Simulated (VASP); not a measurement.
CsSi6P8:

```
CELL_PARAMETERS angstrom
0.00000 5.18173 5.18173
5.18173 0.00000 5.18173
5.18173 5.18173 0.00000
ATOMIC_POSITIONS crystal
Cs 0.50000 0.50000 0.50000
Si 0.50000 0.00000 0.50000
Si 0.50000 0.00000 0.00000
Si 0.00000 0.00000 0.50000
Si 0.00000 0.50000 0.00000
Si 0.00000 0.50000 0.50000
Si 0.50000 0.50000 0.00000
P 0.85757 0.42729 0.85757
P 0.14243 0.14243 0.14243
P 0.85757 0.85757 0.85757
P 0.57271 0.14243 0.14243
P 0.85757 0.85757 0.42729
P 0.42729 0.85757 0.85757
P 0.14243 0.14243 0.57271
P 0.14243 0.57271 0.14243
```

The cell was built from a structure type or drawn by symmetry, and may not be a known phase.

- Program: VASP 6.6.1
- Task: relaxation of cell and atoms
- Functional: PBE
- Potentials or basis: VASP PAW PBE potentials, release 64 (Cs_sv, Si, P)
- Cutoff: 600 eV
- k mesh: 4 × 4 × 4
- Occupations: gaussian, width 0.1 eV
- Spin: no spin polarisation

At the start: pressure 19.0 GPa; volume 18.55 Å³/atom.

Q: How do energy, volume and symmetry change on relaxing?

A: Over 7 steps the energy falls by 230.8 meV/atom and the volume is 22.01 Å³/atom (+18.6 %); space group Fm-3m (No. 225, to 0.1 Å) before and after.

Step by step:
```
step  energy change (eV)  largest force (eV/Å)  pressure (GPa)  volume (Å³)
   1              0.0000                1.2864           19.00       278.26
   2             -2.5944                0.0148           -5.13       376.56
   3             -3.2466                0.3226           -0.24       339.60
   4             -3.2863                0.3240           -0.22       338.45
   5             -3.3948                0.2549           -0.10       335.03
   6             -3.4503                0.0887            0.22       328.24
   7             -3.4615                0.0004            0.14       330.13
```

Final structure:
```
Cs Si P
1.0
     0.00000    5.48555    5.48555
     5.48555    0.00000    5.48555
     5.48555    5.48555    0.00000
Cs Si P
1 6 8
Cartesian
  5.4856 5.4856 5.4856
  2.7428 5.4856 2.7428
  0.0000 2.7428 2.7428
  2.7428 2.7428 0.0000
  2.7428 0.0000 2.7428
  5.4856 2.7428 2.7428
  2.7428 2.7428 5.4856
  6.9523 9.5043 6.9523
  1.4668 1.4668 1.4668
  9.5043 9.5043 9.5043
  1.4668 4.0188 4.0188
  6.9523 6.9523 9.5043
  9.5043 6.9523 6.9523
  4.0188 4.0188 1.4668
  4.0188 1.4668 4.0188
```

Caveat: the volume moved by over 15 % at a fixed basis, so the end points are rough.
